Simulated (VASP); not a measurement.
ScRu3:

```xyz
4
Lattice="-1.9493 1.9493 4.0223 1.9493 -1.9493 4.0223 1.9493 1.9493 -4.0223" Properties=species:S:1:pos:R:3 pbc="T T T"
Ru    0.0000    0.0000    4.0223
Ru    1.9493    0.0000    2.0111
Ru    0.0000    1.9493    2.0111
Sc    0.0000    0.0000    0.0000
```

* Program: VASP 6.6.1
* Task: relaxation of cell and atoms
* Functional: PBEsol
* Potentials or basis: VASP PAW PBE potentials, release 64 (Ru_pv, Sc_sv)
* Cutoff: 600 eV
* k mesh: 7 × 7 × 7
* Occupations: fermi-dirac, width 0.05 eV
* Spin: no spin polarisation
* Hubbard terms: Ru d U = 4.0 eV, Sc d U = 4.0 eV

At the start: pressure -6.5 GPa; volume 15.28 Å³/atom.

Question: How do energy, volume and symmetry change on relaxing?

Answer: Over 9 steps the energy falls by 12.8 meV/atom and the volume is 14.81 Å³/atom (-3.1 %); space group I4/mmm (No. 139, to 0.1 Å) before and after.

Step by step:
```csv
step,energy change (eV),largest force (eV/Å),pressure (GPa),volume (Å³)
1,0.0000,0.0000,-6.50,61.13
2,0.0981,0.0000,14.57,55.80
3,-0.0446,0.0000,0.13,59.16
4,-0.0446,0.0000,0.29,59.12
5,-0.0495,0.0000,0.18,59.16
6,-0.0510,0.0000,0.11,59.20
7,-0.0510,0.0000,0.09,59.20
8,-0.0510,0.0000,-0.14,59.28
9,-0.0511,0.0000,0.05,59.22
```

Final structure:
```cif
data_structure
_symmetry_space_group_name_H-M 'P 1'
_symmetry_Int_Tables_number 1
_cell_length_a 4.8689
_cell_length_b 4.8689
_cell_length_c 4.8689
_cell_angle_alpha 133.748
_cell_angle_beta 133.748
_cell_angle_gamma 67.482
_cell_volume 59.22
loop_
_atom_site_label
_atom_site_type_symbol
_atom_site_fract_x
_atom_site_fract_y
_atom_site_fract_z
_atom_site_occupancy
Ru1 Ru 0.50000 0.50000 0.00000 1
Ru2 Ru 0.25000 0.75000 0.50000 1
Ru3 Ru 0.75000 0.25000 0.50000 1
Sc1 Sc 0.00000 0.00000 0.00000 1
```

Caveat: the PAW data sets were made with another functional, which shifts forces and pressure a little; U without spin polarisation on a metal has little footing; the U is typed as a test and isn't derived for this compound.
